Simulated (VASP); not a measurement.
A run of VASP 6.6.1 is set up as follows.

The input POSCAR:

```
Cu
1.0
    2.5688146370      0.0000000000      0.0000000000
   -1.2844073185      2.2246587333      0.0000000000
    0.0000000000      0.0000000000      4.0021580069
Cu
2
Direct
    0.3333333333      0.6666666667      0.2500000000
    0.6666666667      0.3333333333      0.7500000000
```

Contents of INCAR.step1:

```
ALGO = Normal
EDIFF = 1E-4
ENCUT = 520
GGA = PE
ISMEAR = 0
LASPH = T
LCHARG = F
LREAL = F
LWAVE = T
NBANDS = 18
NELM = 80
PREC = Accurate
SIGMA = 0.15
```

File INCAR.step2:

```
ALGO = Normal
EDIFF = 1E-7
ENCUT = 520
ISIF = 2
ISMEAR = 0
ISTART = 1
LASPH = T
LCHARG = F
LMIXTAU = T
LREAL = F
LWAVE = F
METAGGA = R2SCAN
NBANDS = 18
NELM = 80
PREC = Accurate
SIGMA = 0.15
```

The input KPOINTS:

```
k-points
0
Gamma
  24 24 14
```

Potentials or basis: VASP PAW PBE potentials, release 64 (Cu).

The run is started by

```console
$ cat potpaw_PBE.64/Cu/POTCAR > POTCAR
$ cp INCAR.step1 INCAR
$ mpirun -np 1 vasp_std > vasp.out
$ cp INCAR.step2 INCAR
$ mpirun -np 1 vasp_std > vasp.out
```

Q: Estimate the pressure.

A: 1.3 GPa.

Q: What does it give for the band gap on the k mesh?

A: Zero (bands 11 and 12 overlap by 6.14 eV).

Stress tensor (GPa, compression positive):
```
-1.85  0.00  0.00
 0.00 -1.85  0.00
 0.00  0.00  7.65
```

Caveat: the PAW data sets were made with another functional, which shifts forces and pressure a little.
